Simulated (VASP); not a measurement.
# TiO2 (P3_121) in VASP: further runs, part 2 of 2

VASP 6.6.1. Earlier steps stand in the parts before.

### Step 5. Single point, r2SCAN (strain +0.080 along x and y, +0.000 along z)

POSCAR

```
TiO2
1.0
    6.0069468606      0.0000000000      0.0000000000
   -3.0034734303      5.2021685805      0.0000000000
    0.0000000000      0.0000000000      6.0602250626
Ti O
3 6
Direct
    0.4661652025      0.0000000000      0.3333333333
    0.0000000000      0.4661652025      0.6666666667
    0.5338347975      0.5338347975      0.0000000000
    0.4189423308      0.2717377456      0.2136010424
    0.7282622544      0.1472045851      0.5469343757
    0.8527954149      0.5810576692      0.8802677091
    0.2717377456      0.4189423308      0.7863989576
    0.1472045851      0.7282622544      0.4530656243
    0.5810576692      0.8527954149      0.1197322909
```

INCAR.step1

```
PREC = Accurate
ENCUT = 520
ISMEAR = 0
SIGMA = 0.05
LREAL = False
LASPH = True
NELM = 60
NBANDS = 46
GGA = PE
ALGO = Normal
EDIFF = 1E-4
LWAVE = True
LCHARG = False
```

INCAR.step2

```
PREC = Accurate
ENCUT = 520
EDIFF = 1E-6
ISMEAR = 0
SIGMA = 0.05
LREAL = False
LASPH = True
NELM = 60
ALGO = Normal
ISIF = 2
LWAVE = False
LCHARG = False
METAGGA = R2SCAN
LMIXTAU = True
NBANDS = 46
ISTART = 1
```

KPOINTS

```
Automatic mesh
0
Gamma
  6 6 4
```

Potentials or basis: VASP PAW PBE potentials, release 64 (Ti_sv, O).

Started as:

```console
$ cat potpaw_PBE.64/Ti_sv/POTCAR potpaw_PBE.64/O/POTCAR > POTCAR
$ cp INCAR.step1 INCAR
$ mpirun -np 1 vasp_std > vasp.out
$ cp INCAR.step2 INCAR
$ mpirun -np 1 vasp_std > vasp.out
```

OUTCAR:

```text
PREC = Accurate
   ENCUT = 520
   EDIFF = 1E-6
   ISMEAR = 0
   LREAL = False
   LASPH = True
   NELM = 60
   ISIF = 2
   METAGGA = R2SCAN
   ISTART = 1

 ion  position               nearest neighbor table
   1  0.466  0.000  0.333-   9 1.88   5 1.88   4 1.93   8 1.93
   2  0.000  0.466  0.667-   6 1.88   8 1.88   7 1.93   5 1.93
   3  0.534  0.534  0.000-   7 1.88   4 1.88   6 1.93   9 1.93
   4  0.419  0.272  0.214-   3 1.88   1 1.93
   5  0.728  0.147  0.547-   1 1.88   2 1.93
   6  0.853  0.581  0.880-   2 1.88   3 1.93
   7  0.272  0.419  0.786-   3 1.88   2 1.93
   8  0.147  0.728  0.453-   2 1.88   1 1.93
   9  0.581  0.853  0.120-   1 1.88   3 1.93

  LATTYP: Found a hexagonal cell.
 ALAT       =     6.0069468606
 C/A-ratio  =     1.0088694312

  Lattice vectors:

 A1 = (   6.0069468606,   0.0000000000,   0.0000000000)
[... 194 lines left out ...]

 val. band max:       -1.9820321878   @ k =   0.0000   0.0000   0.5000
 cond. band min:       1.2566305431   @ k =   0.0000   0.0000   0.0000
 fundamental gap:      3.2386627309
 Fermi energy:        -1.6778960027

 k-point     1 :       0.0000    0.0000    0.0000
  band No.  band energies     occupation
      1     -60.3063      2.00000
      2     -60.3000      2.00000
      3     -60.3000      2.00000
      4     -35.5237      2.00000
      5     -35.5226      2.00000
      6     -35.5226      2.00000
[... 1165 lines left out ...]
     45       3.0029      0.00000
     46       3.3192      0.00000

------------------------ aborting loop because EDIFF is reached ----------------------------------------

  FORCE on cell =-STRESS in cart. coord.  units (eV):
  Direction    XX          YY          ZZ          XY          YZ          ZX
  --------------------------------------------------------------------------------------
  -------------------------------------------------------------------------------------
  Total      -18.3503031    -18.3503031    -13.7754877      0.0000000      0.0000000      0.0000000
  in kB     -155.2483020   -155.2483020   -116.5441831      0.0000000      0.0000000      0.0000000
  external PRESSURE =    -142.3469290 kB  Pullay stress =       0.0000000 kB

 VOLUME and BASIS-vectors are now :
 -----------------------------------------------------------------------------
  energy-cutoff  :      520.00
  volume of cell :      189.38
      direct lattice vectors                 reciprocal lattice vectors
     6.006946861  0.000000000  0.000000000     0.166473921  0.096113763  0.000000000
    -3.003473430  5.202168581  0.000000000     0.000000000  0.192227527  0.000000000
     0.000000000  0.000000000  6.060225063     0.000000000  0.000000000  0.165010373

 POSITION                                       TOTAL-FORCE (eV/Angst)
 -----------------------------------------------------------------------------------
      2.80023      0.00000      2.02008         0.030377      0.000000     -0.000000
     -1.40011      2.42507      4.04015        -0.015188      0.026307      0.000000
      1.60336      2.77710      0.00000        -0.015188     -0.026307      0.000000
      1.70041      1.41363      1.29447         1.156331     -0.086556     -0.542988
      3.93251      0.76578      3.31455        -0.503206      1.044690     -0.542988
      3.37751      3.02276      5.33462        -0.653125     -0.958134     -0.542988
      0.37403      2.17941      4.76575        -0.653125      0.958134      0.542988
     -1.30307      3.78854      2.74568         1.156331      0.086556      0.542988
      0.92903      4.43639      0.72560        -0.503206     -1.044690      0.542988
 -----------------------------------------------------------------------------------
    total drift:                                0.000002      0.000002      0.000000

  FREE ENERGIE OF THE ION-ELECTRON SYSTEM (eV)
  ---------------------------------------------------
  free  energy   TOTEN  =      -102.0472560307 eV

  energy  without entropy=     -102.0472560307  energy(sigma->0) =     -102.04725603
```

OUTCAR.step1:

```text
PREC = Accurate
   ENCUT = 520
   ISMEAR = 0
   LREAL = False
   LASPH = True
[... 1424 lines left out ...]
      3.37751      3.02276      5.33462        -0.593752     -0.837670     -0.473847
      0.37403      2.17941      4.76575        -0.593752      0.837670      0.473847
     -1.30307      3.78854      2.74568         1.022320      0.095369      0.473847
      0.92903      4.43639      0.72560        -0.428568     -0.933039      0.473847
 -----------------------------------------------------------------------------------
    total drift:                                0.000002      0.000002      0.000000

  FREE ENERGIE OF THE ION-ELECTRON SYSTEM (eV)
  ---------------------------------------------------
  free  energy   TOTEN  =       -79.3579229635 eV

  energy  without entropy=      -79.3579229635  energy(sigma->0) =      -79.35792296
```

OSZICAR.step1:

```text
N       E                     dE             d eps       ncg     rms          rms(c)
DAV:   1     0.985850111894E+03    0.98585E+03   -0.36350E+04  2288   0.161E+03
DAV:   2     0.633986976990E+02   -0.92245E+03   -0.88824E+03  2646   0.487E+02
DAV:   3    -0.928522160829E+02   -0.15625E+03   -0.15522E+03  2920   0.195E+02
DAV:   4    -0.105427066630E+03   -0.12575E+02   -0.12557E+02  3736   0.540E+01
DAV:   5    -0.106274824048E+03   -0.84776E+00   -0.84751E+00  3328   0.976E+00    0.371E+01
DAV:   6    -0.820375759734E+02    0.24237E+02   -0.21423E+02  3414   0.942E+01    0.215E+01
DAV:   7    -0.803705910924E+02    0.16670E+01   -0.70667E+01  3230   0.477E+01    0.107E+01
DAV:   8    -0.793448421610E+02    0.10257E+01   -0.38054E+00  2896   0.138E+01    0.503E+00
DAV:   9    -0.794959110376E+02   -0.15107E+00   -0.24252E+00  3440   0.918E+00    0.386E+00
DAV:  10    -0.794608463500E+02    0.35065E-01   -0.26980E+00  3012   0.108E+01    0.253E+00
DAV:  11    -0.793571884272E+02    0.10366E+00   -0.59713E-01  3104   0.464E+00    0.290E-01
DAV:  12    -0.793585718658E+02   -0.13834E-02   -0.32513E-02  3282   0.119E+00    0.277E-01
DAV:  13    -0.793582639159E+02    0.30795E-03   -0.18664E-03  2840   0.317E-01    0.156E-01
DAV:  14    -0.793579114603E+02    0.35246E-03   -0.25709E-03  2948   0.257E-01    0.388E-02
DAV:  15    -0.793579229635E+02   -0.11503E-04   -0.19141E-04  1744   0.956E-02
   1 F= -.79357923E+02 E0= -.79357923E+02  d E =-.487424E-17
```

It took 8.2 min on 1 thread of Intel Xeon 6975P-C (Granite Rapids), shared host; peak memory 0.45 GiB.

Results:

| Property | Result |
| --- | --- |
| Free energy | -102.0473 eV |
| Pressure | -14.2 GPa |
| Largest force | 1.280 eV/Å |
| Band gap on the k mesh | 3.24 eV (least direct gap 3.32 eV) |

Forces on the atoms (eV/Å):
```
Ti   0.030  0.000  0.000
Ti  -0.015  0.026  0.000
Ti  -0.015 -0.026  0.000
O    1.156 -0.087 -0.543
O   -0.503  1.045 -0.543
O   -0.653 -0.958 -0.543
O   -0.653  0.958  0.543
O    1.156  0.087  0.543
O   -0.503 -1.045  0.543
```

Stress tensor (GPa, compression positive):
```
-15.52   0.00   0.00
  0.00 -15.52   0.00
  0.00   0.00 -11.65
```

Caveat: the cell differs from its parent crystal (strain +0.080 along x and y, +0.000 along z); the cell stands under tension; the PAW data sets were made with another functional, which shifts forces and pressure a little.

### Step 6. Single point, r2SCAN (strain +0.040 along x and y, +0.080 along z)

POSCAR: that of step 5 with these lines changed.

```diff
@@ -2,5 +2,5 @@
 1.0
-    6.0069468606      0.0000000000      0.0000000000
-   -3.0034734303      5.2021685805      0.0000000000
-    0.0000000000      0.0000000000      6.0602250626
+    5.7844673473      0.0000000000      0.0000000000
+   -2.8922336737      5.0094956701      0.0000000000
+    0.0000000000      0.0000000000      6.5450430676
 Ti O
```

INCAR.step1

```
PREC = Accurate ; ENCUT = 520
ISMEAR = 0 ; SIGMA = 0.05
LREAL = F ; LASPH = T
NELM = 60 ; NBANDS = 46
GGA = PE ; ALGO = Normal
EDIFF = 1E-4 ; LWAVE = T
LCHARG = F
```

INCAR.step2

```
PREC = Accurate ; ENCUT = 520
EDIFF = 1E-6 ; ISMEAR = 0
SIGMA = 0.05 ; LREAL = F
LASPH = T ; NELM = 60
ALGO = Normal ; ISIF = 2
LWAVE = F ; LCHARG = F
METAGGA = R2SCAN ; LMIXTAU = T
NBANDS = 46 ; ISTART = 1
```

KPOINTS

```
regular mesh
0
Gamma
  6 6 4
```

Potentials or basis: VASP PAW PBE potentials, release 64 (Ti_sv, O).

Started as:

```console
$ cat potpaw_PBE.64/Ti_sv/POTCAR potpaw_PBE.64/O/POTCAR > POTCAR
$ cp INCAR.step1 INCAR
$ mpirun -np 1 vasp_std > vasp.out
$ cp INCAR.step2 INCAR
$ mpirun -np 1 vasp_std > vasp.out
```

OUTCAR:

```text
PREC = Accurate
   ENCUT = 520
   EDIFF = 1E-6
   ISMEAR = 0
   LREAL = F
   LASPH = T
   NELM = 60
   ISIF = 2
   METAGGA = R2SCAN
   ISTART = 1

 ion  position               nearest neighbor table
   1  0.466  0.000  0.333-   4 1.89   8 1.89   9 1.92   5 1.92
   2  0.000  0.466  0.667-   7 1.89   5 1.89   6 1.92   8 1.92
   3  0.534  0.534  0.000-   6 1.89   9 1.89   7 1.92   4 1.92
   4  0.419  0.272  0.214-   1 1.89   3 1.92
   5  0.728  0.147  0.547-   2 1.89   1 1.92
   6  0.853  0.581  0.880-   3 1.89   2 1.92
   7  0.272  0.419  0.786-   2 1.89   3 1.92
   8  0.147  0.728  0.453-   1 1.89   2 1.92
   9  0.581  0.853  0.120-   3 1.89   1 1.92

  LATTYP: Found a hexagonal cell.
 ALAT       =     5.7844673473
 C/A-ratio  =     1.1314858698

  Lattice vectors:

 A1 = (   5.7844673473,   0.0000000000,   0.0000000000)
 A2 = (  -2.8922336737,   5.0094956701,   0.0000000000)
 A3 = (   0.0000000000,   0.0000000000,   6.5450430676)

Analysis of symmetry for initial positions (statically):
=====================================================================
 Subroutine PRICEL returns:
 Original cell was already a primitive cell.

 Routine SETGRP: Setting up the symmetry group for a
 hexagonal supercell.

 Subroutine GETGRP returns: Found  6 space group operations
 (whereof  2 operations were pure point group operations)
 out of a pool of 24 trial point group operations.

The static configuration has the point symmetry C_2 .
 The point group associated with its full space group is D_3 .

Analysis of symmetry for dynamics (positions and initial velocities):
=====================================================================
 Subroutine PRICEL returns:
 Original cell was already a primitive cell.

 Routine SETGRP: Setting up the symmetry group for a
 hexagonal supercell.

 Subroutine GETGRP returns: Found  6 space group operations
 (whereof  2 operations were pure point group operations)
 out of a pool of 24 trial point group operations.
[... 140 lines left out ...]
   METAGGA = R2SCAN    functional components
   LHFCALC =     F    Hartree Fock is set to
   AEXX    =    0.0000 exact exchange contribution
   IVDW    =     0    specifies the selected vdW correction
   LEPSILON=     F    determine dielectric tensor
   LRPA    =     F    only Hartree local field effects (RPA)
 non-spin polarized calculation
 Gauss-broadening in eV      SIGMA  =   0.05
  energy-cutoff  :      520.00
  volume of cell :      189.66
 maximum number of plane-waves:      5161
 NGX is ok and might be reduce to    48
   NGX = 21   NGY = 21   NGZ = 25

 number of electron      71.9999990 magnetization

 Free energy of the ion-electron system (eV)
  ---------------------------------------------------
  ext. energy  EPLUGINS =         0.00000000
  ---------------------------------------------------
  free energy    TOTEN  =      -102.10029306 eV

  energy without entropy =     -102.10029306  energy(sigma->0) =     -102.10029306

 E-fermi :  -1.7982     XC(G=0):  -7.9220

 val. band max:       -2.0734979167   @ k =   0.0000   0.0000   0.5000
 cond. band min:       1.2345596329   @ k =   0.0000   0.0000   0.5000
 fundamental gap:      3.3080575496
 Fermi energy:        -1.7982410658

 k-point     1 :       0.0000    0.0000    0.0000
  band No.  band energies     occupation
      1     -60.3200      2.00000
      2     -60.3138      2.00000
      3     -60.3138      2.00000
      4     -35.5439      2.00000
      5     -35.5432      2.00000
      6     -35.5432      2.00000
[... 1165 lines left out ...]
     45       2.8986      0.00000
     46       3.3633      0.00000

------------------------ aborting loop because EDIFF is reached ----------------------------------------

  FORCE on cell =-STRESS in cart. coord.  units (eV):
  Direction    XX          YY          ZZ          XY          YZ          ZX
  --------------------------------------------------------------------------------------
  -------------------------------------------------------------------------------------
  Total      -16.0858025    -16.0858025    -18.7341284      0.0000000      0.0000000      0.0000000
  in kB     -135.8887259   -135.8887259   -158.2611024      0.0000000      0.0000000      0.0000000
  external PRESSURE =    -143.3461847 kB  Pullay stress =       0.0000000 kB

 VOLUME and BASIS-vectors are now :
 -----------------------------------------------------------------------------
  energy-cutoff  :      520.00
  volume of cell :      189.66
      direct lattice vectors                 reciprocal lattice vectors
     5.784467347  0.000000000  0.000000000     0.172876765  0.099810447  0.000000000
    -2.892233674  5.009495670  0.000000000     0.000000000  0.199620893  0.000000000
     0.000000000  0.000000000  6.545043068     0.000000000  0.000000000  0.152787383

 POSITION                                       TOTAL-FORCE (eV/Angst)
 -----------------------------------------------------------------------------------
      2.69652      0.00000      2.18168         0.147750      0.000000     -0.000000
     -1.34826      2.33525      4.36336        -0.073875      0.127955     -0.000000
      1.54397      2.67424      0.00000        -0.073875     -0.127955     -0.000000
      1.63743      1.36127      1.39803         1.012461     -0.053128     -0.689671
      3.78686      0.73742      3.57971        -0.460220      0.903381     -0.689671
      3.25241      2.91081      5.76139        -0.552241     -0.850253     -0.689671
      0.36018      2.09869      5.14702        -0.552241      0.850253      0.689671
     -1.25480      3.64823      2.96533         1.012461      0.053128      0.689671
      0.89463      4.27207      0.78365        -0.460220     -0.903381      0.689671
 -----------------------------------------------------------------------------------
    total drift:                                0.000020      0.000034     -0.000000

  FREE ENERGIE OF THE ION-ELECTRON SYSTEM (eV)
  ---------------------------------------------------
  free  energy   TOTEN  =      -102.1002930635 eV

  energy  without entropy=     -102.1002930635  energy(sigma->0) =     -102.10029306
```

OUTCAR.step1:

```text
PREC = Accurate
   ENCUT = 520
   ISMEAR = 0
   LREAL = F
[... 1425 lines left out ...]
      3.25241      2.91081      5.76139        -0.485322     -0.737610     -0.620147
      0.36018      2.09869      5.14702        -0.485322      0.737610      0.620147
     -1.25480      3.64823      2.96533         0.881450      0.051496      0.620147
      0.89463      4.27207      0.78365        -0.396128     -0.789106      0.620147
 -----------------------------------------------------------------------------------
    total drift:                                0.000021      0.000035     -0.000000

  FREE ENERGIE OF THE ION-ELECTRON SYSTEM (eV)
  ---------------------------------------------------
  free  energy   TOTEN  =       -79.4099594508 eV

  energy  without entropy=      -79.4099594508  energy(sigma->0) =      -79.40995945
```

OSZICAR.step1:

```text
N       E                     dE             d eps       ncg     rms          rms(c)
DAV:   1     0.977349639648E+03    0.97735E+03   -0.36246E+04  2288   0.161E+03
DAV:   2     0.612462764082E+02   -0.91610E+03   -0.88015E+03  2608   0.485E+02
DAV:   3    -0.934244930459E+02   -0.15467E+03   -0.15359E+03  2968   0.194E+02
DAV:   4    -0.105530261510E+03   -0.12106E+02   -0.12089E+02  3712   0.527E+01
DAV:   5    -0.106342144091E+03   -0.81188E+00   -0.81165E+00  3304   0.979E+00    0.370E+01
DAV:   6    -0.820835013524E+02    0.24259E+02   -0.21409E+02  3410   0.941E+01    0.214E+01
DAV:   7    -0.804100182369E+02    0.16735E+01   -0.70655E+01  3222   0.476E+01    0.107E+01
DAV:   8    -0.793758887320E+02    0.10341E+01   -0.40725E+00  2936   0.142E+01    0.481E+00
DAV:   9    -0.795319940005E+02   -0.15611E+00   -0.21339E+00  3448   0.851E+00    0.369E+00
DAV:  10    -0.795310898785E+02    0.90412E-03   -0.27133E+00  2980   0.109E+01    0.275E+00
DAV:  11    -0.794084722847E+02    0.12262E+00   -0.66332E-01  3074   0.498E+00    0.253E-01
DAV:  12    -0.794105211175E+02   -0.20488E-02   -0.30706E-02  3280   0.114E+00    0.268E-01
DAV:  13    -0.794101175872E+02    0.40353E-03   -0.24238E-03  2946   0.359E-01    0.111E-01
DAV:  14    -0.794099533156E+02    0.16427E-03   -0.14949E-03  2804   0.184E-01    0.423E-02
DAV:  15    -0.794099594508E+02   -0.61351E-05   -0.16889E-04  1530   0.916E-02
   1 F= -.79409959E+02 E0= -.79409959E+02  d E =-.634431E-18
```

It took 8.9 min on 1 thread of Intel Xeon 6975P-C (Granite Rapids), shared host; peak memory 0.46 GiB.

Results:

| Item | Value |
| --- | --- |
| Free energy | -102.1003 eV |
| Pressure | -14.3 GPa |
| Largest force | 1.226 eV/Å |
| Band gap on the k mesh | 3.31 eV |

Forces on the atoms (eV/Å):
```
Ti   0.148  0.000  0.000
Ti  -0.074  0.128  0.000
Ti  -0.074 -0.128  0.000
O    1.012 -0.053 -0.690
O   -0.460  0.903 -0.690
O   -0.552 -0.850 -0.690
O   -0.552  0.850  0.690
O    1.012  0.053  0.690
O   -0.460 -0.903  0.690
```

Stress tensor (GPa, compression positive):
```
-13.59   0.00   0.00
  0.00 -13.59   0.00
  0.00   0.00 -15.83
```

Levels at points of the mesh, in eV from the valence-band top:
```csv
k point,band 33,band 34,band 35,band 36,band 37,band 38,band 39,band 40
"(0.00, 0.00, 0.00)",-0.69,-0.25,-0.25,-0.23,3.42,3.81,3.81,4.16
"(0.50, 0.00, 0.00)",-0.73,-0.69,-0.17,-0.02,3.55,3.56,3.79,4.35
"(0.00, 0.00, 0.50)",-0.51,-0.03,-0.03,0.00,3.31,3.68,3.68,3.87
"(0.50, 0.00, 0.50)",-0.63,-0.38,-0.27,-0.21,3.77,3.91,3.99,4.32
```

Caveat: the cell differs from its parent crystal (strain +0.040 along x and y, +0.080 along z); the cell stands under tension; the PAW data sets were made with another functional, which shifts forces and pressure a little. A k mesh can miss the band edges.

### Step 7. Overview

```tsv
cell	gap on the mesh (eV)	pressure (GPa)	largest force (eV/Å)
a = 5.340, b = 5.340, c = 6.545 Å, angles 90.0, 90.0, 120.0°, 9 atoms	3.92	0.8	0.98
a = 5.784, b = 5.784, c = 5.818 Å, angles 90.0, 90.0, 120.0°, 9 atoms	3.76	-4.0	0.56
a = 5.562, b = 5.562, c = 6.303 Å, angles 90.0, 90.0, 120.0°, 9 atoms	3.85	-4.1	0.36
a = 6.007, b = 6.007, c = 6.060 Å, angles 90.0, 90.0, 120.0°, 9 atoms	3.24	-14.2	1.28
a = 5.784, b = 5.784, c = 6.545 Å, angles 90.0, 90.0, 120.0°, 9 atoms	3.31	-14.3	1.23
```

Alike in all rows: task single point; level r2SCAN; potentials or basis VASP PAW PBE potentials, release 64 (Ti_sv, O); no spin polarisation; k mesh 6 × 6 × 4; cutoff (eV) 520; smearing gaussian 0.05 eV.

Caveats: the PAW data sets were made with another functional, which shifts forces and pressure a little; the cell stands under tension (at least some runs); the stress differs along the axes, from -3 to 3 GPa (at least some runs).

Total energies depend on the potentials used, so only differences within one code and one set of settings carry meaning.
